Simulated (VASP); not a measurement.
# Fe (P6_3/mmc) in VASP: single point with PBEsol

Aim: the single point of Fe with PBEsol.

Program: VASP 6.6.1. These are calculated values, not measurements. Logs are shortened: lines on timing, memory, paths and dates and some standing lists are left out, and cuts for length are marked.

### 1 The cell of the first run

It takes space group P6_3/mmc (No. 194, hexagonal). Conventional cell: a = 2.430 Å, b = 2.430 Å, c = 3.842 Å, α = 90.00°, β = 90.00°, γ = 120.00°. Within 3.1 Å of Fe (site symmetry -6m2) lie 12 Fe at 2.38 to 2.43 Å.

This isn't the form of Fe at room conditions, which is bcc.

### 2 Single point, PBEsol, collinear spin, ferromagnetic start (9.82 Å³/atom)

POSCAR

```
Fe
1.0
    2.4295287504      0.0000000000      0.0000000000
   -1.2147643752      2.1040336171      0.0000000000
    0.0000000000      0.0000000000      3.8420853004
Fe
2
Direct
    0.3333333333      0.6666666667      0.2500000000
    0.6666666667      0.3333333333      0.7500000000
```

INCAR.step1

```
PREC = Accurate
ENCUT = 520
EDIFF = 1E-6
ISMEAR = -1
SIGMA = 0.08
LREAL = False
LASPH = True
NELM = 200
ALGO = Normal
ISIF = 2
LWAVE = False
LCHARG = True
ISPIN = 2
MAGMOM = 2.5 2.5
LMAXMIX = 4
GGA = PS
NBANDS = 19
GGA_COMPAT = False
NEDOS = 2001
LORBIT = 11
```

KPOINTS.step1

```
Automatic mesh
0
Gamma
  19 19 11
```

INCAR.step2

```
PREC = Accurate
ENCUT = 520
EDIFF = 1E-6
ISMEAR = -5
SIGMA = 0.08
LREAL = False
LASPH = True
NELM = 200
ALGO = Normal
ISIF = 2
LWAVE = False
LCHARG = False
ISPIN = 2
MAGMOM = 2.5 2.5
LORBIT = 11
LMAXMIX = 4
GGA = PS
NBANDS = 19
NEDOS = 1001
ICHARG = 11
GGA_COMPAT = False
```

KPOINTS.step2

```
Automatic mesh
0
Gamma
  29 29 17
```

Potentials or basis: VASP PAW PBE potentials, release 64 (Fe).

The run is started by

```sh
cat potpaw_PBE.64/Fe/POTCAR > POTCAR
cp INCAR.step1 INCAR
cp KPOINTS.step1 KPOINTS
mpirun -np 1 vasp_std > vasp.out
cp INCAR.step2 INCAR
cp KPOINTS.step2 KPOINTS
mpirun -np 1 vasp_std > vasp.out
```

OUTCAR:

```text
PREC = Accurate
   ENCUT = 520
   EDIFF = 1E-6
   ISMEAR = -5
   LREAL = False
   LASPH = True
   NELM = 200
   ISIF = 2
   ISPIN = 2
   LORBIT = 11
   GGA = PS
   ICHARG = 11

 ion  position               nearest neighbor table
   1  0.333  0.667  0.250-   2 2.38   2 2.38   2 2.38   2 2.38   2 2.38   2 2.38
   2  0.667  0.333  0.750-   1 2.38   1 2.38   1 2.38   1 2.38   1 2.38   1 2.38

  LATTYP: Found a hexagonal cell.
 ALAT       =     2.4295287504
 C/A-ratio  =     1.5814117449

  Lattice vectors:

 A1 = (   2.4295287504,   0.0000000000,   0.0000000000)
 A2 = (  -1.2147643752,   2.1040336171,   0.0000000000)
 A3 = (   0.0000000000,   0.0000000000,   3.8420853004)

Analysis of symmetry for initial positions (statically):
=====================================================================
 Subroutine PRICEL returns:
 Original cell was already a primitive cell.

 Routine SETGRP: Setting up the symmetry group for a
 hexagonal supercell.

 Subroutine GETGRP returns: Found 24 space group operations
 (whereof 12 operations were pure point group operations)
 out of a pool of 24 trial point group operations.

The static configuration has the point symmetry D_3d.
 The point group associated with its full space group is D_6h.

Analysis of symmetry for dynamics (positions and initial velocities):
=====================================================================
 Subroutine PRICEL returns:
 Original cell was already a primitive cell.

 Routine SETGRP: Setting up the symmetry group for a
 hexagonal supercell.

 Subroutine GETGRP returns: Found 24 space group operations
 (whereof 12 operations were pure point group operations)
 out of a pool of 24 trial point group operations.

The dynamic configuration has the point symmetry D_3d.
 The point group associated with its full space group is D_6h.

Analysis of structural, dynamic, and magnetic symmetry:
=====================================================================
 Subroutine PRICEL returns:
 Original cell was already a primitive cell.

 Routine SETGRP: Setting up the symmetry group for a
 hexagonal supercell.

 Subroutine GETGRP returns: Found 24 space group operations
 (whereof 12 operations were pure point group operations)
 out of a pool of 24 trial point group operations.

The overall configuration has the point symmetry D_3d.
 The point group associated with its full space group is D_6h.

 Subroutine INISYM returns: Found 24 space group operations
[... 114 lines left out ...]
   ISMEAR =    -5;   SIGMA  =   0.08  broadening in eV -4-tet -1-fermi 0-gaus
   EFERMI_NEDOS =   21; number of points for ismear=-14 and -15
   IALGO  =     38    algorithm
   IMIX   =      4    mixing-type and parameters
     AMIX     =   0.40;   BMIX     =  1.00
     AMIX_MAG =   1.60;   BMIX_MAG =  1.00
  volume/ion in A,a.u.               =       9.82        66.27
  Fermi-wavevector in a.u.,A,eV,Ry     =   1.528977  2.889347 31.807296  2.337770
  Thomas-Fermi vector in A             =   2.636661
   LORBIT       =     11    0 simple, 1 ext, 2 COOP (PROOUT), +10 PAW based schemes
   GGA     = PS    functional components
   LHFCALC =     F    Hartree Fock is set to
   AEXX    =    0.0000 exact exchange contribution
   IVDW    =     0    specifies the selected vdW correction
   LEPSILON=     F    determine dielectric tensor
   LRPA    =     F    only Hartree local field effects (RPA)
 spin polarized calculation
 Fermi weights with tetrahedron method with Bloechl corrections
  energy-cutoff  :      520.00
  volume of cell :       19.64
 maximum number of plane-waves:       548
 NGX is ok and might be reduce to    18

 number of electron      16.0000008 magnetization       0.0014475

 Free energy of the ion-electron system (eV)
  ---------------------------------------------------
  ext. energy  EPLUGINS =         0.00000000
  ---------------------------------------------------
  free energy    TOTEN  =       -17.87154463 eV

  energy without entropy =      -17.87154463  energy(sigma->0) =      -17.87154463

 E-fermi :   7.1697     XC(G=0): -14.1705

 val. band max:        7.1986339398   @ k =   0.0345  -0.0000   0.0000
 cond. band min:       7.1540765699   @ k =   0.3793   0.0690   0.3529
 fundamental gap:     -0.0445573699
 Fermi energy:         7.1696674038

 spin component 1

 k-point     1 :       0.0000    0.0000    0.0000
  band No.  band energies     occupation
      1      -2.0051      1.00000
      2       1.9834      1.00000
      3       5.4182      1.00000
      4       5.4182      1.00000
      5       5.5511      1.00000
      6       5.9136      1.00000
[... 517 lines left out ...]
     18      31.5680      0.00000
     19      33.1655      0.00000

 [... further k-points ...]

 spin component 2

 k-point     1 :       0.0000    0.0000    0.0000
  band No.  band energies     occupation
      1      -2.0050      1.00000
      2       1.9838      1.00000
      3       5.4189      1.00000
      4       5.4189      1.00000
      5       5.5518      1.00000
      6       5.9143      1.00000
[... 517 lines left out ...]
     18      31.5678      0.00000
     19      33.1657      0.00000

 [... further k-points ...]
[... 5 lines left out ...]
  --------------------------------------------------------------------------------------
  -------------------------------------------------------------------------------------
  Total       -0.2785390     -0.2785390     -0.3351299      0.0000000     -0.0000000      0.0000000
  in kB      -22.7224381    -22.7224381    -27.3389664      0.0000000     -0.0000000      0.0000000
  external PRESSURE =     -24.2612808 kB  Pullay stress =       0.0000000 kB

 VOLUME and BASIS-vectors are now :
 -----------------------------------------------------------------------------
  energy-cutoff  :      520.00
  volume of cell :       19.64
      direct lattice vectors                 reciprocal lattice vectors
     2.429528750  0.000000000  0.000000000     0.411602456  0.237638789  0.000000000
    -1.214764375  2.104033617  0.000000000     0.000000000  0.475277577  0.000000000
     0.000000000  0.000000000  3.842085300     0.000000000  0.000000000  0.260275325

 POSITION                                       TOTAL-FORCE (eV/Angst)
 -----------------------------------------------------------------------------------
     -0.00000      1.40269      0.96052        -0.000000     -0.000000      0.000000
      1.21476      0.70134      2.88156         0.000000      0.000000     -0.000000
 -----------------------------------------------------------------------------------
    total drift:                                0.000000      0.000000     -0.000000

  FREE ENERGIE OF THE ION-ELECTRON SYSTEM (eV)
  ---------------------------------------------------
  free  energy   TOTEN  =       -17.8715446263 eV

  energy  without entropy=      -17.8715446263  energy(sigma->0) =      -17.87154463

 total charge

# of ion       s       p       d       tot
------------------------------------------
    1        0.558   0.682   6.374   7.614
    2        0.558   0.682   6.374   7.614
--------------------------------------------------
tot          1.115   1.365  12.748  15.228

 magnetization (x)

# of ion       s       p       d       tot
------------------------------------------
    1       -0.000  -0.000   0.000   0.000
    2       -0.000  -0.000   0.000   0.000
--------------------------------------------------
tot         -0.000  -0.000   0.001   0.001
```

OUTCAR.step1:

```text
PREC = Accurate
   ENCUT = 520
   EDIFF = 1E-6
   ISMEAR = -1
   LREAL = False
   LASPH = True
   NELM = 200
   ISIF = 2
[... 1311 lines left out ...]

  energy  without entropy=      -17.8475117485  energy(sigma->0) =      -17.87243353

 total charge

# of ion       s       p       d       tot
------------------------------------------
    1        0.558   0.681   6.376   7.614
    2        0.558   0.681   6.376   7.614
--------------------------------------------------
tot          1.115   1.362  12.752  15.229

 magnetization (x)

# of ion       s       p       d       tot
------------------------------------------
    1       -0.000  -0.000   0.001   0.001
    2       -0.000  -0.000   0.001   0.001
--------------------------------------------------
tot         -0.000  -0.000   0.001   0.001
```

OSZICAR.step1:

```text
N       E                     dE             d eps       ncg     rms          rms(c)
DAV:   1     0.749622422711E+02    0.74962E+02   -0.70707E+03 19320   0.112E+03
DAV:   2    -0.163703751895E+02   -0.91333E+02   -0.81015E+02 18405   0.207E+02
DAV:   3    -0.198420565739E+02   -0.34717E+01   -0.33069E+01 20258   0.507E+01
DAV:   4    -0.198679996383E+02   -0.25943E-01   -0.25927E-01 20219   0.417E+00
DAV:   5    -0.198682524288E+02   -0.25279E-03   -0.25278E-03 20455   0.383E-01    0.217E+01
DAV:   6    -0.179353864905E+02    0.19329E+01   -0.66535E+00 19698   0.573E+01    0.251E+00
DAV:   7    -0.179014237542E+02    0.33963E-01   -0.49331E-01 22020   0.122E+01    0.286E+00
DAV:   8    -0.178986816754E+02    0.27421E-02   -0.54249E-03 22967   0.111E+00    0.144E+00
DAV:   9    -0.178984602331E+02    0.22144E-03   -0.49366E-03 25011   0.129E+00    0.696E-01
DAV:  10    -0.178972644211E+02    0.11958E-02   -0.27673E-03 26257   0.845E-01    0.133E-01
DAV:  11    -0.178973630192E+02   -0.98598E-04   -0.92072E-05 25288   0.139E-01    0.556E-02
DAV:  12    -0.178973550635E+02    0.79557E-05   -0.10466E-05 25320   0.405E-02    0.848E-03
DAV:  13    -0.178973553067E+02   -0.24320E-06   -0.12682E-06 16958   0.115E-02
   1 F= -.17897355E+02 E0= -.17872434E+02  d E =-.498436E-01  mag=     0.0014
```

It took 9.4 min on 1 thread of Oxide Virtual Turin-like, shared host; peak memory 0.51 GiB.

Results:

| Item | Value |
| --- | --- |
| Net moment | 0.00 μB per cell |
| Valence electrons inside the program's atomic spheres | Fe 7.61 |

Levels at points of the mesh, in eV from the Fermi level:
Spin up:
```
           k point  band 6  band 7  band 8  band 9  band 10  band 11
(0.00, 0.00, 0.00)   -1.26   -1.26   -0.89   -0.89     0.52     0.76
```
Spin down:
```csv
k point,band 5,band 6,band 7,band 8,band 9,band 10,band 11,band 12
"(0.00, 0.00, 0.00)",-1.62,-1.26,-1.26,-0.89,-0.89,0.52,0.76,0.76
```

Caveat: the moments typed at the start vanished in this run; the PAW data sets were made with another functional, which shifts forces and pressure a little.
